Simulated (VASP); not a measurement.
# Fe (P6_3/mmc) in VASP: notebook, part 2 of 2

VASP 6.6.1.

### Step 3. Single point, SVWN5, collinear spin, ferromagnetic start

This run uses another cell than the first one, of 10.45 Å³/atom, 1.019 times its volume.

INCAR reads:

```
SYSTEM = Fe
PREC = Accurate
ENCUT = 520
EDIFF = 1E-6
ISMEAR = -1
SIGMA = 0.05
LREAL = .False.
LASPH = .True.
NELM = 150
ALGO = Normal
ISIF = 2
LWAVE = .False.
LCHARG = .False.
ISPIN = 2
MAGMOM = 3 3
LORBIT = 11
LMAXMIX = 4
GGA = VW
NBANDS = 19
```

KPOINTS reads:

```
Automatic mesh
0
Gamma
  12 12 7
  0 0 0
```

POSCAR reads:

```
Fe
1.0
    2.4818982858      0.0000000000      0.0000000000
   -1.2409491429      2.1493869651      0.0000000000
    0.0000000000      0.0000000000      3.9172856485
Fe
2
Direct
    0.6666666667      0.3333333333      0.7500000000
    0.3333333333      0.6666666667      0.2500000000
```

Potentials or basis: VASP PAW PBE potentials, release 64 (Fe).

Launch:

```sh
$ cat potpaw_PBE.64/Fe/POTCAR > POTCAR
$ mpirun -np 1 vasp_std > vasp.out
```

Wall time 2.2 min (1 thread of AMD EPYC 7R13, shared host); peak memory 0.13 GiB.

It converged, with:

| Quantity | Value |
| --- | --- |
| Free energy | 24.3337 eV |
| Pressure | -25.6 GPa |
| Net moment | 0.23 μB per cell |
| Site moments | Fe +0.11 μB |
| Valence electrons inside the program's atomic spheres | Fe 7.47 |

Levels at points of the mesh, in eV from the Fermi level:
Spin up:
```csv
k point,band 5,band 6,band 7,band 8,band 9,band 10,band 11,band 12
"(0.00, 0.00, 0.00)",-1.56,-1.25,-1.25,-0.93,-0.93,0.57,0.59,0.59
"(0.50, 0.00, 0.00)",-1.99,-1.55,-1.12,0.67,0.89,0.94,2.53,4.61
```
Spin down:
| k point | band 6 | band 7 | band 8 | band 9 | band 10 | band 11 |
| --- | --- | --- | --- | --- | --- | --- |
| (0.00, 0.00, 0.00) | -1.07 | -1.07 | -0.74 | -0.74 | 0.61 | 0.79 |
| (0.50, 0.00, 0.00) | -1.40 | -0.96 | 0.88 | 1.10 | 1.15 | 2.69 |

Caveat: the PAW data sets were made with another functional, which shifts forces and pressure a little.

### Step 4. Single point, LDA, collinear spin, ferromagnetic start

This run uses another cell than the first one, of 9.54 Å³/atom, 0.931 times its volume.

INCAR reads:

```
SYSTEM = Fe
ALGO     = Normal         ! electronic algorithm
EDIFF    = 1E-6           ! SCF threshold, eV
ENCUT    = 520            ! plane-wave cutoff, eV
ISIF     = 2              ! what is computed and relaxed
ISMEAR   = -1             ! smearing method
ISPIN    = 2              ! spin polarisation
LASPH    = .True.         ! aspherical terms in the spheres
LCHARG   = .False.        ! write CHGCAR
LMAXMIX  = 4              ! l up to which the mixer works
LORBIT   = 11             ! projections on sites
LREAL    = .False.        ! projectors in reciprocal space
LWAVE    = .False.        ! write WAVECAR
MAGMOM   = 3 3            ! initial moments
NBANDS   = 19             ! bands
NELM     = 150            ! most SCF steps
PREC     = Accurate       ! precision mode
SIGMA    = 0.05           ! smearing width, eV
```

KPOINTS reads:

```
k-points
0
Gamma
  12 12 7
  0 0 0
```

POSCAR reads:

```
Fe
1.0
    2.4050661160      0.0000000000      0.0000000000
   -1.2025330580      2.0828483542      0.0000000000
    0.0000000000      0.0000000000      3.8089775803
Fe
2
Direct
    0.6666666667      0.3333333333      0.7500000000
    0.3333333333      0.6666666667      0.2500000000
```

Potentials or basis: VASP PAW LDA potentials, release 64 (Fe).

Launch:

```sh
$ cat potpaw_LDA.64/Fe/POTCAR > POTCAR
$ mpirun -np 1 vasp_std > vasp.out
```

Run time: 19 s. Hardware: 1 thread of Intel Xeon 6975P-C (Granite Rapids), shared host; peak memory 0.15 GiB.

Results (log left out):

- Free energy: -18.8370 eV
- Pressure: -0.4 GPa
- Band gap on the k mesh: zero (filled and empty bands overlap)
- Net moment: 0.00 μB per cell
- Valence electrons inside the program's atomic spheres: Fe 7.70

Stress tensor (GPa, compression positive):
```
-0.32  0.00  0.00
 0.00 -0.32  0.00
 0.00  0.00 -0.42
```

Levels at points of the mesh, in eV from the Fermi level:
Spin up:
```csv
k point,band 6,band 7,band 8,band 9,band 10,band 11
"(0.00, 0.00, 0.00)",-1.35,-1.35,-0.95,-0.95,0.59,0.76
"(0.50, 0.00, 0.00)",-1.70,-1.21,0.89,1.14,1.17,2.92
```
Spin down:
```
           k point  band 5  band 6  band 7  band 8  band 9  band 10  band 11  band 12
(0.00, 0.00, 0.00)   -1.73   -1.35   -1.35   -0.95   -0.95     0.59     0.77     0.77
(0.50, 0.00, 0.00)   -2.17   -1.70   -1.21    0.89    1.14     1.17     2.92     5.23
```

Caveat: the starting moments collapsed, and a magnetic state may lie lower.

### Step 5. Single point, BLYP+D3(BJ), collinear spin, ferromagnetic start

This run uses another cell than the first one, of 10.05 Å³/atom, 0.981 times its volume.

INCAR reads:

```
PREC = Accurate
ENCUT = 520
EDIFF = 1E-6
ISMEAR = -1
SIGMA = 0.05
LREAL = False
LASPH = True
NELM = 150
ALGO = Normal
ISIF = 2
LWAVE = False
LCHARG = False
ISPIN = 2
MAGMOM = 3 3
LORBIT = 11
LMAXMIX = 4
GGA = B5
ALDAX = 1.0
AGGAX = 1.0
AGGAC = 1.0
ALDAC = 0.0
IVDW = 12
VDW_S6 = 1.0
VDW_S8 = 2.6996
VDW_A1 = 0.4298
VDW_A2 = 4.2359
NBANDS = 19
```

KPOINTS reads:

```
Automatic mesh
0
Gamma
  12 12 7
```

POSCAR reads:

```
Fe
1.0
    2.4479337504      0.0000000000      0.0000000000
   -1.2239668752      2.1199728146      0.0000000000
    0.0000000000      0.0000000000      3.8745586511
Fe
2
Direct
    0.6666666667      0.3333333333      0.7500000000
    0.3333333333      0.6666666667      0.2500000000
```

Potentials or basis: VASP PAW PBE potentials, release 64 (Fe).

Launch:

```sh
$ cat potpaw_PBE.64/Fe/POTCAR > POTCAR
$ mpirun -np 1 vasp_std > vasp.out
```

It took 25 s on 1 thread of Intel Xeon 6975P-C (Granite Rapids), shared host; peak memory 0.17 GiB.

Results (log left out):

| Property | Result |
| --- | --- |
| Free energy | -15.9462 eV |
| Pressure | 0.2 GPa |
| Band gap on the k mesh | zero (filled and empty bands overlap) |
| Net moment | 0.00 μB per cell |
| Valence electrons inside the program's atomic spheres | Fe 7.58 |
| Dispersion energy per atom | -0.936 eV |

Stress tensor (GPa, compression positive):
```
0.25 0.00 0.00
0.00 0.25 0.00
0.00 0.00 0.06
```

Levels at points of the mesh, in eV from the Fermi level:
Spin up:
```
           k point  band 6  band 7  band 8  band 9  band 10  band 11
(0.00, 0.00, 0.00)   -1.24   -1.24   -0.89   -0.89     0.70     0.70
(0.50, 0.00, 0.00)   -1.56   -1.10    0.81    1.04     1.07     2.80
```
Spin down:
| k point | band 5 | band 6 | band 7 | band 8 | band 9 | band 10 | band 11 | band 12 |
| --- | --- | --- | --- | --- | --- | --- | --- | --- |
| (0.00, 0.00, 0.00) | -1.59 | -1.24 | -1.24 | -0.89 | -0.89 | 0.70 | 0.70 | 0.78 |
| (0.50, 0.00, 0.00) | -1.94 | -1.56 | -1.10 | 0.81 | 1.04 | 1.07 | 2.80 | 4.99 |

Caveat: the starting moments collapsed, and a magnetic state may lie lower; the PAW data sets were made with another functional, which shifts forces and pressure a little; pairwise dispersion overbinds metals, which lowers pressure and volume.

### Step 6. Relaxation of cell and atoms, BLYP+D3(BJ), collinear spin, ferromagnetic start

This run uses another cell than the first one, of 9.86 Å³/atom, 0.962 times its volume.

INCAR reads:

```
PREC = Accurate ; ENCUT = 600
EDIFF = 1E-7 ; ISMEAR = -1
SIGMA = 0.05 ; LREAL = False
LASPH = True ; NELM = 150
ALGO = Normal ; ISIF = 3
LWAVE = False ; LCHARG = False
ISPIN = 2 ; MAGMOM = 3 3
LORBIT = 11 ; LMAXMIX = 4
GGA = B5 ; ALDAX = 1.0
AGGAX = 1.0 ; AGGAC = 1.0
ALDAC = 0.0 ; IVDW = 12
VDW_S6 = 1.0 ; VDW_S8 = 2.6996
VDW_A1 = 0.4298 ; VDW_A2 = 4.2359
IBRION = 2 ; NSW = 80
EDIFFG = -0.005
```

KPOINTS reads:

```
regular mesh
0
Gamma
  12 12 7
```

POSCAR reads:

```
Fe
1.0
    2.4341575853      0.0000000000      0.0000000000
   -1.2170787927      2.1080423057      0.0000000000
    0.0000000000      0.0000000000      3.8419344700
Fe
2
Direct
    0.6666666667      0.3333333333      0.7500000000
    0.3333333333      0.6666666667      0.2500000000
```

Potentials or basis: VASP PAW PBE potentials, release 64 (Fe).

Launch:

```sh
$ cat potpaw_PBE.64/Fe/POTCAR > POTCAR
$ mpirun -np 1 vasp_std > vasp.out
```

Wall time 88 s (1 thread of Intel Xeon 6975P-C (Granite Rapids), shared host); peak memory 0.18 GiB.

It converged, with:

```yaml
Free_energy: -15.9460 eV
Relaxed_volume: 10.05 Å³/atom
Relaxed_cell: a = 2.448 Å, b = 2.448 Å, c = 3.873 Å, α = 90.00°, β = 90.00°, γ = 120.00°
Space_group_after_relaxing_to_0.05_Å: P6_3/mmc (No. 194)
Energy_gained_by_relaxing: 3.8 meV/atom
Ionic_steps: 5
Pressure_after_relaxing: 0.1 GPa
Band_gap_on_the_k_mesh: zero (filled and empty bands overlap)
Net_moment: 0.00 μB per cell
Valence_electrons_inside_the_program's_atomic_spheres: Fe 7.58
Dispersion_energy_per_atom: -0.936 eV
```

Step by step:
```tsv
step	energy change (eV)	largest force (eV/Å)	pressure (GPa)	volume (Å³)
1	0.0000	0.0000	6.15	19.71
2	0.0140	0.0000	-9.43	20.81
3	-0.0075	0.0000	-0.08	20.11
4	-0.0075	0.0000	0.04	20.10
5	-0.0075	0.0000	0.06	20.10
```

Final structure:
```xyz
2
Lattice="2.4481 0.0000 0.0000 -1.2241 2.1201 0.0000 0.0000 0.0000 3.8732" Properties=species:S:1:pos:R:3 pbc="T T T"
Fe    1.2241    0.7067    2.9049
Fe    0.0000    1.4134    0.9683
```

Levels at points of the mesh, in eV from the Fermi level:
Spin up:
| k point | band 4 | band 5 | band 6 | band 7 | band 8 | band 9 | band 10 | band 11 | band 12 | band 13 |
| --- | --- | --- | --- | --- | --- | --- | --- | --- | --- | --- |
| (0.00, 0.00, 0.00) | -1.71 | -1.59 | -1.24 | -1.24 | -0.89 | -0.89 | 0.70 | 0.70 | 0.78 | 8.96 |
| (0.50, 0.00, 0.00) | -2.02 | -1.94 | -1.56 | -1.10 | 0.81 | 1.04 | 1.07 | 2.80 | 4.99 | 11.53 |
Spin down:
```tsv
k point	band 4	band 5	band 6	band 7	band 8	band 9	band 10	band 11	band 12	band 13
(0.00, 0.00, 0.00)	-1.71	-1.59	-1.24	-1.24	-0.89	-0.89	0.70	0.70	0.78	8.96
(0.50, 0.00, 0.00)	-2.02	-1.94	-1.56	-1.10	0.81	1.04	1.07	2.80	4.99	11.53
```

Caveat: the starting moments collapsed, and a magnetic state may lie lower; the PAW data sets were made with another functional, which shifts forces and pressure a little; pairwise dispersion overbinds metals, which lowers pressure and volume.
